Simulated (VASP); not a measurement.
SiC (SiC (F-43m)), 2 atoms in the cell. It takes space group F-43m (No. 216, cubic). Conventional cell: a = 4.380 Å, b = 4.380 Å, c = 4.380 Å, α = 90.00°, β = 90.00°, γ = 90.00°. Within 2.5 Å of Si (site symmetry -43m) lie 4 C at 1.90 Å. C (site symmetry -43m) has 4 Si at 1.90 Å within 2.5 Å. 

- Program: VASP 6.6.1
- Task: single point
- Functional: LDA
- Potentials or basis: VASP PAW LDA potentials, release 64 (Si, C)
- Cutoff: 600 eV
- k mesh: 11 × 11 × 11
- Occupations: fermi-dirac, width 0.01 eV
- Spin: no spin polarisation
- Dipole correction: no
- Further INCAR settings: ALGO = Normal; EDIFF = 1e-06; NBANDS = 11

Potentials or basis: VASP PAW LDA potentials, release 64 (Si, C).

The run is started by

```bash
$ cat potpaw_LDA.64/Si/POTCAR potpaw_LDA.64/C/POTCAR > POTCAR
$ mpirun -np 1 vasp_std > vasp.out
```

Hardware: 1 thread of Intel Xeon 8259CL (shared host).

Q: How long does it take, and how much memory?

A: Wall time 22 s on 1 thread of Intel Xeon 8259CL, on a shared host, peak memory 0.14 GiB. Counts: scf iterations 11, k points 56.
